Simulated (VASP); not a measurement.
# Pd (a cell with a defect) in VASP: single point with PBEsol

Aim: the single point of Pd (a cell with a defect) with PBEsol.

Everything below comes from runs of VASP 6.6.1. Logs are shortened: lines on timing, memory, paths and dates and some standing lists are left out, and cuts for length are marked.

**1. The cell of the first run**

The cell holds a defect, 7 atoms: a = 5.506 Å, b = 5.506 Å, c = 5.506 Å, α = 60.00°, β = 60.00°, γ = 60.00°.

**2. Single point, PBEsol**

File INCAR:

```
PREC     = Accurate       # precision mode
ENCUT    = 520            # plane-wave cutoff, eV
EDIFF    = 1E-6           # SCF threshold, eV
ISMEAR   = -1             # smearing method
SIGMA    = 0.05           # smearing width, eV
LREAL    = False          # projectors in reciprocal space
LASPH    = True           # aspherical terms in the spheres
NELM     = 60             # most SCF steps
ALGO     = Normal         # electronic algorithm
ISIF     = 2              # what is computed and relaxed
LWAVE    = False          # write WAVECAR
LCHARG   = False          # write CHGCAR
GGA      = PS             # functional
NBANDS   = 44             # bands
```

File KPOINTS:

```
Automatic mesh
0
Gamma
  2 2 2
```

File POSCAR:

```
Pd
1.0
    0.0000000000      3.8930000000      3.8930000000
    3.8930000000      0.0000000000      3.8930000000
    3.8930000000      3.8930000000      0.0000000000
Pd
7
Direct
   -0.0000893912     -0.0001546365      0.2501220139
    0.0100309530      0.5368950681     -0.0234630105
   -0.0101023632      0.4627961726      0.5236530953
    0.5366972772      0.0101429489     -0.0234201130
    0.4636311328     -0.0100148985      0.5231918829
    0.4999161315      0.5001676085      0.0105012844
    0.4999161315      0.5001676085      0.4894149756
```

Potentials or basis: VASP PAW PBE potentials, release 64 (Pd).

Launch:

```console
cat potpaw_PBE.64/Pd/POTCAR > POTCAR
mpirun -np 1 vasp_std > vasp.out
```

OUTCAR:

```text
PREC = Accurate
   ENCUT = 520
   EDIFF = 1E-6
   ISMEAR = -1
   LREAL = False
   LASPH = True
   NELM = 60
   ISIF = 2
   GGA = PS

 ion  position               nearest neighbor table
   1  1.000  1.000  0.250-   5 2.57   4 2.58   3 2.58   2 2.58   7 3.05   6 3.05   7 3.05   6 3.05

   2  0.010  0.537  0.977-   1 2.58   4 2.61   6 2.70   7 2.70   3 2.78   3 2.78   7 2.82   6 2.82
                             4 2.90
   3  0.990  0.463  0.524-   1 2.58   5 2.61   6 2.70   7 2.70   2 2.78   2 2.78   7 2.82   6 2.82
                             5 2.90
   4  0.537  0.010  0.977-   1 2.58   2 2.61   6 2.70   7 2.70   5 2.78   5 2.78   7 2.82   6 2.82
                             2 2.90
   5  0.464  0.990  0.523-   1 2.57   3 2.61   6 2.70   7 2.70   4 2.78   4 2.78   7 2.82   6 2.82
                             3 2.90
   6  0.500  0.500  0.011-   7 2.64   3 2.70   2 2.70   5 2.70   4 2.70   4 2.82   5 2.82   2 2.82
                             3 2.82   7 2.87   1 3.05   1 3.05
   7  0.500  0.500  0.489-   6 2.64   3 2.70   2 2.70   5 2.70   4 2.70   4 2.82   5 2.82   2 2.82
                             3 2.82   6 2.87   1 3.05   1 3.05

  LATTYP: Found a face centered cubic cell.
 ALAT       =     7.7860000000

  Lattice vectors:

 A1 = (   0.0000000000,   3.8930000000,   3.8930000000)
 A2 = (   3.8930000000,   0.0000000000,   3.8930000000)
 A3 = (   3.8930000000,   3.8930000000,   0.0000000000)

Analysis of symmetry for initial positions (statically):
[... 5 lines left out ...]
 face centered cubic supercell.

 Subroutine GETGRP returns: Found  2 space group operations
 (whereof  1 operations were pure point group operations)
 out of a pool of 48 trial point group operations.

The static configuration has the point symmetry C_1 .
 The point group associated with its full space group is C_1h.

Analysis of symmetry for dynamics (positions and initial velocities):
[... 5 lines left out ...]
 face centered cubic supercell.

 Subroutine GETGRP returns: Found  2 space group operations
 (whereof  1 operations were pure point group operations)
 out of a pool of 48 trial point group operations.

The dynamic configuration has the point symmetry C_1 .
 The point group associated with its full space group is C_1h.

 Subroutine INISYM returns: Found  2 space group operations
 (whereof  1 operations are pure point group operations),
 and found     1 'primitive' translations

----------------------------------------------------------------------------------------

                                     Primitive cell

  volume of cell :     118.0003

  direct lattice vectors                    reciprocal lattice vectors
     0.000000000  3.893000000  3.893000000    -0.128435654  0.128435654  0.128435654
     3.893000000  0.000000000  3.893000000     0.128435654 -0.128435654  0.128435654
     3.893000000  3.893000000  0.000000000     0.128435654  0.128435654 -0.128435654

  length of vectors
     5.505533398  5.505533398  5.505533398     0.222457078  0.222457078  0.222457078

  position of ions in fractional coordinates (direct lattice)
     0.999910609  0.999845364  0.250122014
     0.010030953  0.536895068  0.976536989
     0.989897637  0.462796173  0.523653095
     0.536697277  0.010142949  0.976579887
     0.463631133  0.989985101  0.523191883
     0.499916132  0.500167608  0.010501284
     0.499916132  0.500167608  0.489414976

  ion indices of the primitive-cell ions
   primitive index   ion index
                 1           1
                 2           2
                 3           3
                 4           4
                 5           5
                 6           6
                 7           7

----------------------------------------------------------------------------------------

 KPOINTS: Automatic mesh

Automatic generation of k-mesh.
 Grid dimensions read from file:
 generate k-points for:    2    2    2

 Generating k-lattice:

  Cartesian coordinates                     Fractional coordinates (reciprocal lattice)
    -0.064217827  0.064217827  0.064217827     0.500000000  0.000000000  0.000000000
     0.064217827 -0.064217827  0.064217827     0.000000000  0.500000000  0.000000000
     0.064217827  0.064217827 -0.064217827     0.000000000  0.000000000  0.500000000

  Length of vectors
     0.111228539  0.111228539  0.111228539

  Shift w.r.t. Gamma in fractional coordinates (k-lattice)
     0.000000000  0.000000000  0.000000000

 Subroutine IBZKPT returns following result:
 ===========================================

 Found      6 irreducible k-points:

 Following reciprocal coordinates:
            Coordinates               Weight
  0.000000  0.000000  0.000000      1.000000
  0.500000  0.000000  0.000000      1.000000
  0.000000  0.500000  0.000000      1.000000
  0.000000  0.000000  0.500000      2.000000
  0.500000  0.500000  0.000000      1.000000
  0.000000  0.500000  0.500000      2.000000
   k-points           NKPTS =      6   k-points in BZ     NKDIM =      6   number of bands    NBANDS=     44
   number of dos      NEDOS =    301   number of ions     NIONS =      7
   total plane-waves  NPLWV =  74088
   dimension x,y,z NGX =    42 NGY =   42 NGZ =   42
   dimension x,y,z NGXF=    84 NGYF=   84 NGZF=   84
   ions per type =               7
   NGX,Y,Z   is equivalent  to a cutoff of  12.68, 12.68, 12.68 a.u.
   NGXF,Y,Z  is equivalent  to a cutoff of  25.36, 25.36, 25.36 a.u.
 SYSTEM =  unknown system
   PREC   = accura    normal or accurate (medium, high low for compatibility)
   ISTART =      0    job   : 0-new  1-cont  2-samecut
   ICHARG =      2    charge: 1-file 2-atom 10-const
   ISPIN  =      1    spin polarized calculation?
   LNONCOLLINEAR =      F non collinear calculations
   LSORBIT =      F    spin-orbit coupling
   LASPH  =      T    aspherical Exc in radial PAW
   ENCUT  =  520.0 eV  38.22 Ry    6.18 a.u.  10.24 10.24 10.24*2*pi/ulx,y,z
   NELM   =     60;   NELMIN=  2; NELMDL= -5     # of ELM steps
   EDIFF  = 0.1E-05   stopping-criterion for ELM
   LREAL  =      F    real-space projection
   EDIFFG = 0.1E-04   stopping-criterion for IOM
   NSW    =      0    number of steps for IOM
   IBRION =     -1    ionic relax: 0-MD 1-quasi-New 2-CG
   NFREE  =      0    steps in history (QN), initial steepest desc. (CG)
   ISIF   =      2    stress and relaxation
   ISYM   =      2    0-nonsym 1-usesym 2-fastsym
   POTIM  = 0.5000    time-step for ionic-motion
   TEBEG  =    0.0;   TEEND  =   0.0 temperature during run
   PSTRESS=    0.0 pullay stress
   NELECT =      70.0000    total number of electrons
   NUPDOWN=      -1.0000    fix difference up-down
   EMIN   =  10.00;   EMAX   =-10.00  energy-range for DOS
[... 5 lines left out ...]
     AMIX     =   0.40;   BMIX     =  1.00
     AMIX_MAG =   1.60;   BMIX_MAG =  1.00
  volume/ion in A,a.u.               =      16.86       113.76
  Fermi-wavevector in a.u.,A,eV,Ry     =   1.375561  2.599433 25.744500  1.892167
  Thomas-Fermi vector in A             =   2.500885
   LORBIT       =      0    0 simple, 1 ext, 2 COOP (PROOUT), +10 PAW based schemes
   GGA     = PS    functional components
   LHFCALC =     F    Hartree Fock is set to
   AEXX    =    0.0000 exact exchange contribution
   IVDW    =     0    specifies the selected vdW correction
   LEPSILON=     F    determine dielectric tensor
   LRPA    =     F    only Hartree local field effects (RPA)
 non-spin polarized calculation
  energy-cutoff  :      520.00
  volume of cell :      118.00
 maximum number of plane-waves:      3218
 NGX is ok and might be reduce to    42
   NGX = 21   NGY = 21   NGZ = 21

 number of electron      70.0000002 magnetization

 Free energy of the ion-electron system (eV)
  ---------------------------------------------------
  ext. energy  EPLUGINS =         0.00000000
  ---------------------------------------------------
  free energy    TOTEN  =       -40.69057915 eV

  energy without entropy =      -40.52081832  energy(sigma->0) =      -40.60569873

 E-fermi :   7.7557     XC(G=0): -12.4661

 val. band max:        7.7430442639   @ k =   0.0000   0.0000   0.5000
 cond. band min:       7.7619689318   @ k =   0.0000   0.5000   0.5000
 fundamental gap:      0.0189246679
 Fermi energy:         7.7557203741

 k-point     1 :       0.0000    0.0000    0.0000
  band No.  band energies     occupation
      1       1.1286      2.00000
      2       2.4732      2.00000
      3       2.6725      2.00000
      4       2.7995      2.00000
      5       2.9996      2.00000
      6       3.2582      2.00000
[... 36 lines left out ...]
     43      13.0471      0.00000
     44      13.8314      0.00000

 k-point     2 :       0.5000    0.0000    0.0000
  band No.  band energies     occupation
      1       2.3646      2.00000
      2       2.9554      2.00000
      3       3.2209      2.00000
      4       3.2281      2.00000
      5       3.3602      2.00000
      6       3.6392      2.00000
[... 36 lines left out ...]
     43      12.8423      0.00000
     44      15.3791      0.00000

 k-point     3 :       0.0000    0.5000    0.0000
  band No.  band energies     occupation
      1       2.3662      2.00000
      2       2.9576      2.00000
      3       3.2244      2.00000
      4       3.2314      2.00000
      5       3.3575      2.00000
      6       3.6406      2.00000
[... 36 lines left out ...]
     43      12.8421      0.00000
     44      15.3831      0.00000

 k-point     4 :       0.0000    0.0000    0.5000
  band No.  band energies     occupation
      1       2.6220      2.00000
      2       2.6696      2.00000
      3       3.2961      2.00000
      4       3.4072      2.00000
      5       3.5921      2.00000
      6       3.7579      2.00000
[... 36 lines left out ...]
     43      12.4313      0.00000
     44      16.4135      0.00000

 k-point     5 :       0.5000    0.5000    0.0000
  band No.  band energies     occupation
      1       3.0476      2.00000
      2       3.0719      2.00000
      3       3.4317      2.00000
      4       3.4468      2.00000
      5       3.8194      2.00000
      6       3.8663      2.00000
[... 36 lines left out ...]
     43      15.9039      0.00000
     44      16.8986      0.00000

 k-point     6 :       0.0000    0.5000    0.5000
  band No.  band energies     occupation
      1       3.1253      2.00000
      2       3.1762      2.00000
      3       3.5607      2.00000
      4       3.6012      2.00000
      5       3.8727      2.00000
      6       3.8947      2.00000
[... 36 lines left out ...]
     43      16.5377      0.00000
     44      17.1382      0.00000

------------------------ aborting loop because EDIFF is reached ----------------------------------------

  FORCE on cell =-STRESS in cart. coord.  units (eV):
  Direction    XX          YY          ZZ          XY          YZ          ZX
  --------------------------------------------------------------------------------------
  -------------------------------------------------------------------------------------
  Total       -8.8272299     -8.8272299     -5.4638973     -1.0502237      0.0191421     -0.0191423
  in kB     -119.8538008   -119.8538008    -74.1873572    -14.2596601      0.2599070     -0.2599097
  external PRESSURE =    -104.6316529 kB  Pullay stress =       0.0000000 kB

 VOLUME and BASIS-vectors are now :
 -----------------------------------------------------------------------------
  energy-cutoff  :      520.00
  volume of cell :      118.00
      direct lattice vectors                 reciprocal lattice vectors
     0.000000000  3.893000000  3.893000000    -0.128435654  0.128435654  0.128435654
     3.893000000  0.000000000  3.893000000     0.128435654 -0.128435654  0.128435654
     3.893000000  3.893000000  0.000000000     0.128435654  0.128435654 -0.128435654

 POSITION                                       TOTAL-FORCE (eV/Angst)
 -----------------------------------------------------------------------------------
      4.86612      4.86638      7.78505        -0.004965      0.004965      0.013624
      5.89179      3.84071      2.12918        -0.004395      0.004395     -0.007340
      3.84025      5.89225      5.65534         0.002964     -0.002964      0.010519
      3.84131      5.89119      2.12885         0.003942     -0.003942     -0.001240
      5.89080      3.84170      5.65893         0.003873     -0.003873     -0.011228
      1.98803      1.98706      3.89333         0.002207      0.003626     -0.002167
      3.85244      3.85147      3.89333        -0.003626     -0.002207     -0.002167
 -----------------------------------------------------------------------------------
    total drift:                               -0.000017      0.000017      0.000047

  FREE ENERGIE OF THE ION-ELECTRON SYSTEM (eV)
  ---------------------------------------------------
  free  energy   TOTEN  =       -40.6905791471 eV

  energy  without entropy=      -40.5208183213  energy(sigma->0) =      -40.60569873
```

It took 37 s on 1 thread of AMD EPYC 9R45 (Zen 5), shared host; peak memory 0.22 GiB.

What came out:

* Free energy: -40.6906 eV
* Pressure: -10.5 GPa
* Largest force: 0.015 eV/Å
* Band gap on the k mesh: zero (band 35 reaches 7.91 eV, above the bottom of band 36 at 7.68 eV)

Forces in eV/Å, atoms in the order of the input:
```
Pd  -0.005  0.005  0.014
Pd  -0.004  0.004 -0.007
Pd   0.003 -0.003  0.011
Pd   0.004 -0.004 -0.001
Pd   0.004 -0.004 -0.011
Pd   0.002  0.004 -0.002
Pd  -0.004 -0.002 -0.002
```

Stress tensor (GPa, compression positive):
```
-11.99  -1.43  -0.03
 -1.43 -11.99   0.03
 -0.03   0.03  -7.42
```

Levels at points of the mesh, in eV from the Fermi level:
| k point | band 32 | band 33 | band 34 | band 35 | band 36 | band 37 |
| --- | --- | --- | --- | --- | --- | --- |
| (0.00, 0.00, 0.00) | -0.01 | 0.01 | 0.13 | 0.15 | 0.34 | 1.51 |
| (0.50, 0.00, 0.00) | -0.46 | -0.34 | -0.08 | 0.01 | 0.01 | 0.04 |
| (0.00, 0.50, 0.00) | -0.46 | -0.34 | -0.08 | 0.01 | 0.01 | 0.04 |
| (0.00, 0.00, 0.50) | -0.68 | -0.47 | -0.25 | -0.06 | -0.01 | 0.22 |
| (0.50, 0.50, 0.00) | -0.54 | -0.49 | -0.47 | -0.27 | 0.08 | 0.43 |
| (0.00, 0.50, 0.50) | -0.87 | -0.69 | -0.51 | -0.48 | -0.08 | 0.01 |

Caveat: the k points lie up to 0.70 Å⁻¹ apart; the PAW data sets were made with another functional, which shifts forces and pressure a little.
